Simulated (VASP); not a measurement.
# RbGeF3 (P4/mmm) in VASP: single point with r2SCAN

Aim: the single point of RbGeF3 with r2SCAN.

Everything below comes from runs of VASP 6.6.1. Logs are shortened: lines on timing, memory, paths and dates and some standing lists are left out, and cuts for length are marked.

**1. The cell of the first run**

The structure is tetragonal, space group P4/mmm (No. 123). Conventional cell: a = 4.557 Å, b = 4.557 Å, c = 4.342 Å, α = 90.00°, β = 90.00°, γ = 90.00°. Rb (site symmetry 4/mmm) has 12 F at 3.15 to 3.22 Å and 8 Ge at 3.89 Å within 4.1 Å. Ge (site symmetry 4/mmm) has 6 F at 2.17 to 2.28 Å within 2.9 Å. Within 2.9 Å of F (site symmetry 4/mmm) lie 2 Ge at 2.17 Å. Within 3.0 Å of F (site symmetry mmm) lie 2 Ge at 2.28 Å.

**2. Single point, r2SCAN (epitaxial xy strain +3.0%)**

The input, POSCAR:

```
RbGeF3
1.0
    4.5570909899      0.0000000000      0.0000000000
    0.0000000000      4.5570909899      0.0000000000
    0.0000000000      0.0000000000      4.3419183074
Rb Ge F
1 1 3
Direct
    0.0000000000      0.0000000000      0.0000000000
    0.5000000000      0.5000000000      0.5000000000
    0.5000000000      0.5000000000      0.0000000000
    0.5000000000      0.0000000000      0.5000000000
    0.0000000000      0.5000000000      0.5000000000
```

The input, INCAR.step1:

```
SYSTEM = RbGeF3
  PREC = Accurate
  ENCUT = 520
  ISMEAR = 0
  SIGMA = 0.01
  LREAL = .False.
  LASPH = .True.
  NELM = 80
  NBANDS = 30
  GGA = PE
  ALGO = Normal
  EDIFF = 1E-4
  LWAVE = .True.
  LCHARG = .False.
```

The input, INCAR.step2:

```
SYSTEM = RbGeF3
  PREC = Accurate
  ENCUT = 520
  EDIFF = 1E-6
  ISMEAR = 0
  SIGMA = 0.01
  LREAL = .False.
  LASPH = .True.
  NELM = 80
  ALGO = Normal
  ISIF = 2
  LWAVE = .False.
  LCHARG = .False.
  METAGGA = R2SCAN
  LMIXTAU = .True.
  NBANDS = 30
  ISTART = 1
```

The input, KPOINTS:

```
Automatic mesh
0
Gamma
  6 6 6
  0 0 0
```

Potentials or basis: VASP PAW PBE potentials, release 64 (Rb_sv, Ge_d, F).

Started as:

```console
> cat potpaw_PBE.64/Rb_sv/POTCAR potpaw_PBE.64/Ge_d/POTCAR potpaw_PBE.64/F/POTCAR > POTCAR
> cp INCAR.step1 INCAR
> mpirun -np 1 vasp_std > vasp.out
> cp INCAR.step2 INCAR
> mpirun -np 1 vasp_std > vasp.out
```

OUTCAR:

```text
SYSTEM = RbGeF3
   PREC = Accurate
   ENCUT = 520
   EDIFF = 1E-6
   ISMEAR = 0
   LREAL = .False.
   LASPH = .True.
   NELM = 80
   ISIF = 2
   METAGGA = R2SCAN
   ISTART = 1

 ion  position               nearest neighbor table
   1  0.000  0.000  0.000-   4 3.15   5 3.15   4 3.15   5 3.15   5 3.15   5 3.15   4 3.15   4 3.15
                             3 3.22   3 3.22   3 3.22   3 3.22   2 3.89   2 3.89   2 3.89   2 3.89
   2  0.500  0.500  0.500-   3 2.17   3 2.17   5 2.28   4 2.28   4 2.28   5 2.28   1 3.89   1 3.89
                             1 3.89   1 3.89   1 3.89   1 3.89   1 3.89   1 3.89
   3  0.500  0.500  0.000-   2 2.17   2 2.17   1 3.22   1 3.22   1 3.22   1 3.22
   4  0.500  0.000  0.500-   2 2.28   2 2.28   1 3.15   1 3.15   1 3.15   1 3.15
   5  0.000  0.500  0.500-   2 2.28   2 2.28   1 3.15   1 3.15   1 3.15   1 3.15

  LATTYP: Found a simple tetragonal cell.
 ALAT       =     4.5570909899
 C/A-ratio  =     0.9527828865

  Lattice vectors:

 A1 = (   4.5570909899,   0.0000000000,   0.0000000000)
 A2 = (   0.0000000000,   4.5570909899,   0.0000000000)
 A3 = (   0.0000000000,   0.0000000000,   4.3419183074)

Analysis of symmetry for initial positions (statically):
=====================================================================
 Subroutine PRICEL returns:
 Original cell was already a primitive cell.

 Routine SETGRP: Setting up the symmetry group for a
 simple tetragonal supercell.

 Subroutine GETGRP returns: Found 16 space group operations
 (whereof 16 operations were pure point group operations)
 out of a pool of 16 trial point group operations.

The static configuration has the point symmetry D_4h.

Analysis of symmetry for dynamics (positions and initial velocities):
=====================================================================
 Subroutine PRICEL returns:
 Original cell was already a primitive cell.

 Routine SETGRP: Setting up the symmetry group for a
 simple tetragonal supercell.

 Subroutine GETGRP returns: Found 16 space group operations
 (whereof 16 operations were pure point group operations)
 out of a pool of 16 trial point group operations.

The dynamic configuration has the point symmetry D_4h.

 Subroutine INISYM returns: Found 16 space group operations
 (whereof 16 operations are pure point group operations),
 and found     1 'primitive' translations

----------------------------------------------------------------------------------------

                                     Primitive cell

  volume of cell :      90.1690

  direct lattice vectors                    reciprocal lattice vectors
     4.557090990  0.000000000  0.000000000     0.219438234  0.000000000  0.000000000
     0.000000000  4.557090990  0.000000000     0.000000000  0.219438234  0.000000000
     0.000000000  0.000000000  4.341918307     0.000000000  0.000000000  0.230312947

  length of vectors
     4.557090990  4.557090990  4.341918307     0.219438234  0.219438234  0.230312947

  position of ions in fractional coordinates (direct lattice)
     0.000000000  0.000000000  0.000000000
     0.500000000  0.500000000  0.500000000
     0.500000000  0.500000000  0.000000000
     0.500000000  0.000000000  0.500000000
     0.000000000  0.500000000  0.500000000

  ion indices of the primitive-cell ions
   primitive index   ion index
                 1           1
                 2           2
                 3           3
                 4           4
                 5           5

----------------------------------------------------------------------------------------

 KPOINTS: Automatic mesh

Automatic generation of k-mesh.
 Grid dimensions read from file:
 generate k-points for:    6    6    6

 Generating k-lattice:

  Cartesian coordinates                     Fractional coordinates (reciprocal lattice)
     0.036573039  0.000000000  0.000000000     0.166666667  0.000000000  0.000000000
     0.000000000  0.036573039  0.000000000     0.000000000  0.166666667  0.000000000
     0.000000000  0.000000000  0.038385491     0.000000000  0.000000000  0.166666667

  Length of vectors
     0.036573039  0.036573039  0.038385491

  Shift w.r.t. Gamma in fractional coordinates (k-lattice)
     0.000000000  0.000000000  0.000000000

 Subroutine IBZKPT returns following result:
 ===========================================

 Found     40 irreducible k-points:

 Following reciprocal coordinates:
            Coordinates               Weight
  0.000000  0.000000  0.000000      1.000000
  0.166667  0.000000  0.000000      4.000000
  0.333333  0.000000  0.000000      4.000000
  0.500000  0.000000  0.000000      2.000000
  0.166667  0.166667  0.000000      4.000000
  0.333333  0.166667  0.000000      8.000000
[... 16 lines left out ...]
  0.333333  0.000000  0.333333      8.000000
  0.500000  0.000000  0.333333      4.000000
 [... further k-points ...]
   k-points           NKPTS =     40   k-points in BZ     NKDIM =     40   number of bands    NBANDS=     30
   number of dos      NEDOS =    301   number of ions     NIONS =      5
   total plane-waves  NPLWV =  41472
   dimension x,y,z NGX =    36 NGY =   36 NGZ =   32
   dimension x,y,z NGXF=    72 NGYF=   72 NGZF=   64
   ions per type =               1   1   3
   NGX,Y,Z   is equivalent  to a cutoff of  13.13, 13.13, 12.25 a.u.
   NGXF,Y,Z  is equivalent  to a cutoff of  26.27, 26.27, 24.50 a.u.
 SYSTEM =  RbGeF3
   PREC   = accura    normal or accurate (medium, high low for compatibility)
   ISTART =      1    job   : 0-new  1-cont  2-samecut
   ICHARG =      0    charge: 1-file 2-atom 10-const
   ISPIN  =      1    spin polarized calculation?
   LNONCOLLINEAR =      F non collinear calculations
   LSORBIT =      F    spin-orbit coupling
   LASPH  =      T    aspherical Exc in radial PAW
   ENCUT  =  520.0 eV  38.22 Ry    6.18 a.u.   8.47  8.47  8.07*2*pi/ulx,y,z
   NELM   =     80;   NELMIN=  2; NELMDL=  0     # of ELM steps
   EDIFF  = 0.1E-05   stopping-criterion for ELM
   LREAL  =      F    real-space projection
[... 7 lines left out ...]
   TEBEG  =    0.0;   TEEND  =   0.0 temperature during run
   PSTRESS=    0.0 pullay stress
   NELECT =      44.0000    total number of electrons
   NUPDOWN=      -1.0000    fix difference up-down
   EMIN   =  10.00;   EMAX   =-10.00  energy-range for DOS
   EFERMI =   0.00;   METHOD = LEGACY
   ISMEAR =     0;   SIGMA  =   0.01  broadening in eV -4-tet -1-fermi 0-gaus
   EFERMI_NEDOS =   21; number of points for ismear=-14 and -15
   IALGO  =     38    algorithm
   IMIX   =      4    mixing-type and parameters
     AMIX     =   0.40;   BMIX     =  1.00
     AMIX_MAG =   1.60;   BMIX_MAG =  1.00
  volume/ion in A,a.u.               =      18.03       121.70
  Fermi-wavevector in a.u.,A,eV,Ry     =   1.288863  2.435598 22.601555  1.661167
  Thomas-Fermi vector in A             =   2.420791
   LORBIT       =      0    0 simple, 1 ext, 2 COOP (PROOUT), +10 PAW based schemes
   METAGGA = R2SCAN    functional components
   LHFCALC =     F    Hartree Fock is set to
   AEXX    =    0.0000 exact exchange contribution
   IVDW    =     0    specifies the selected vdW correction
   LEPSILON=     F    determine dielectric tensor
   LRPA    =     F    only Hartree local field effects (RPA)
 non-spin polarized calculation
 Gauss-broadening in eV      SIGMA  =   0.01
  energy-cutoff  :      520.00
  volume of cell :       90.17
 maximum number of plane-waves:      2456
 NGX is ok and might be reduce to    36
   NGX = 17   NGY = 17   NGZ = 17

 number of electron      44.0000013 magnetization

 Free energy of the ion-electron system (eV)
  ---------------------------------------------------
  ext. energy  EPLUGINS =         0.00000000
  ---------------------------------------------------
  free energy    TOTEN  =       -49.20246620 eV

  energy without entropy =      -49.20246620  energy(sigma->0) =      -49.20246620

 E-fermi :   1.8919     XC(G=0):  -9.4473

 val. band max:        1.8121461561   @ k =   0.5000   0.5000   0.5000
 cond. band min:       3.9174694394   @ k =   0.5000   0.5000   0.5000
 fundamental gap:      2.1053232833
 Fermi energy:         1.8918811725

 k-point     1 :       0.0000    0.0000    0.0000
  band No.  band energies     occupation
      1     -25.9540      2.00000
      2     -24.3978      2.00000
      3     -24.2425      2.00000
      4     -24.0793      2.00000
      5     -24.0775      2.00000
      6     -24.0775      2.00000
[... 22 lines left out ...]
     29       9.3908      0.00000
     30       9.7977      0.00000

 k-point     2 :       0.1667    0.0000    0.0000
  band No.  band energies     occupation
      1     -25.9494      2.00000
      2     -24.3957      2.00000
      3     -24.2265      2.00000
      4     -24.0794      2.00000
      5     -24.0776      2.00000
      6     -24.0775      2.00000
[... 22 lines left out ...]
     29       9.7918      0.00000
     30       9.9249      0.00000

 k-point     3 :       0.3333    0.0000    0.0000
  band No.  band energies     occupation
      1     -25.9403      2.00000
      2     -24.3928      2.00000
      3     -24.1935      2.00000
      4     -24.0797      2.00000
      5     -24.0779      2.00000
      6     -24.0775      2.00000
[... 22 lines left out ...]
     29      10.2384      0.00000
     30      10.6093      0.00000

 k-point     4 :       0.5000    0.0000    0.0000
  band No.  band energies     occupation
      1     -25.9357      2.00000
      2     -24.3917      2.00000
      3     -24.1766      2.00000
      4     -24.0799      2.00000
      5     -24.0781      2.00000
      6     -24.0775      2.00000
[... 616 lines left out ...]
     29       9.7586      0.00000
     30      10.7954      0.00000

 k-point    23 :       0.3333    0.0000    0.3333
  band No.  band energies     occupation
      1     -25.9265      2.00000
      2     -24.2352      2.00000
      3     -24.1730      2.00000
      4     -24.0797      2.00000
      5     -24.0788      2.00000
      6     -24.0784      2.00000
[... 22 lines left out ...]
     29       9.7225      0.00000
     30      10.3245      0.00000

 k-point    24 :       0.5000    0.0000    0.3333
  band No.  band energies     occupation
      1     -25.9233      2.00000
      2     -24.2350      2.00000
      3     -24.1500      2.00000
      4     -24.0799      2.00000
      5     -24.0789      2.00000
      6     -24.0784      2.00000
[... 22 lines left out ...]
     29       9.8322      0.00000
     30       9.9029      0.00000

 [... further k-points ...]

------------------------ aborting loop because EDIFF is reached ----------------------------------------

  FORCE on cell =-STRESS in cart. coord.  units (eV):
  Direction    XX          YY          ZZ          XY          YZ          ZX
  --------------------------------------------------------------------------------------
  -------------------------------------------------------------------------------------
  Total       -1.7686980     -1.7686980     -0.0760415      0.0000000     -0.0000000      0.0000000
  in kB      -31.4273103    -31.4273103     -1.3511512      0.0000000     -0.0000000      0.0000000
  external PRESSURE =     -21.4019239 kB  Pullay stress =       0.0000000 kB

 VOLUME and BASIS-vectors are now :
 -----------------------------------------------------------------------------
  energy-cutoff  :      520.00
  volume of cell :       90.17
      direct lattice vectors                 reciprocal lattice vectors
     4.557090990  0.000000000  0.000000000     0.219438234  0.000000000  0.000000000
     0.000000000  4.557090990  0.000000000     0.000000000  0.219438234  0.000000000
     0.000000000  0.000000000  4.341918307     0.000000000  0.000000000  0.230312947

 POSITION                                       TOTAL-FORCE (eV/Angst)
 -----------------------------------------------------------------------------------
      0.00000      0.00000      0.00000         0.000000      0.000000      0.000000
      2.27855      2.27855      2.17096         0.000000      0.000000      0.000000
      2.27855      2.27855      0.00000         0.000000      0.000000      0.000000
      2.27855      0.00000      2.17096         0.000000      0.000000      0.000000
      0.00000      2.27855      2.17096         0.000000      0.000000      0.000000
 -----------------------------------------------------------------------------------
    total drift:                                0.000000      0.000000      0.000000

  FREE ENERGIE OF THE ION-ELECTRON SYSTEM (eV)
  ---------------------------------------------------
  free  energy   TOTEN  =       -49.2024662026 eV

  energy  without entropy=      -49.2024662026  energy(sigma->0) =      -49.20246620
```

Run time: 4.2 min. Hardware: 1 thread of Intel Xeon Platinum 8259CL at 2.50GHz (Skylake/Cascade Lake), shared host; peak memory 0.27 GiB.

What came out:

```
Free energy            : -49.2025 eV
Pressure               : -2.1 GPa
Band gap on the k mesh : 2.11 eV
```

Caveat: the cell differs from its parent crystal (epitaxial xy strain +3.0%); the PAW data sets were made with another functional, which shifts forces and pressure a little. A k mesh can miss the band edges.
